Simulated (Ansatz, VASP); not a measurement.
## Two plane-wave programs on H3WCl4

```
H W Cl
1.0
     3.92767    2.26764    3.33777
    -3.92767    2.26764    3.33777
     0.00000   -4.53529    3.33777
H W Cl
3 1 4
Cartesian
  0.0000 2.8226 6.0745
  2.4444 -1.4113 6.0745
  -2.4444 -1.4113 6.0745
  0.0000 0.0000 9.6003
  0.0000 0.0000 7.4015
  -2.2933 1.3241 4.4130
  2.2933 1.3241 4.4130
  0.0000 -2.6481 4.4130
```

Alike in both runs: functional PBE; k mesh 6 × 6 × 6; occupations gaussian, width 0.1 eV; no spin polarisation.

Ansatz relaxed the structure, and its values are those at the end. VASP's run is a single point on that final structure, the one shown.

```csv
,VASP,Ansatz
version,VASP 6.6.1,Ansatz 0.2.0
potentials or method,"VASP PAW PBE potentials, release 64 (H, W_sv, Cl), cutoff 520 eV","scalar-relativistic, plane waves, PAW"
valence electrons in the cell,45,45
```

Ansatz gave:

- gap on the k mesh at the Fermi level (eV): none
- pressure (GPa): 0.0
- rms of the force components (eV/Å): 0.002

Task: Which values does VASP return?

Result: gap on the k mesh at the Fermi level (eV): none; pressure (GPa): -0.1; rms of the force components (eV/Å): 0.005.

A gap of «none» marks a metal or a gap that the smearing closes. With one functional, cell and mesh, what is left measures potentials, basis and numerics.

Spin-orbit coupling is off throughout.
